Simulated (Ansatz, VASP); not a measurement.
Two plane-wave programs on Ir2Pt

```
CELL_PARAMETERS angstrom
4.41342 0.00000 0.00000
-2.20671 3.82213 0.00000
0.00000 0.00000 2.72612
ATOMIC_POSITIONS crystal
Ir 0.33333 0.66667 0.50000
Ir 0.66667 0.33333 0.50000
Pt 0.00000 0.00000 0.00000
```

Change from the starting cell: species swapped into the EuSi2 type (P6/mmm, No. 191).

Alike in both runs: functional PBE; k mesh 12 × 12 × 16; occupations gaussian, width 0.1 eV; no spin polarisation.

Ansatz relaxed the structure, and its values are those at the end. VASP's run is a single point on that final structure, the one shown.

|  | VASP | Ansatz |
| --- | --- | --- |
| version | VASP 6.6.1 | Ansatz 0.2.0 |
| potentials or method | VASP PAW PBE potentials, release 64 (Ir, Pt), cutoff 500 eV | scalar-relativistic, plane waves, PAW |
| valence electrons in the cell | 28 | 52 |

|  | VASP | Ansatz | Ansatz less VASP |
| --- | --- | --- | --- |
| gap on the k mesh at the Fermi level (eV) | none | none | - |
| pressure (GPa) | 0.0 | 0.0 | -0.03 |

A gap of «none» marks a metal or a gap that the smearing closes. VASP's potentials hold 28 valence electrons a cell and Ansatz's 52, so a difference there can come from the potentials and not from the codes.

Spin-orbit coupling is off throughout.
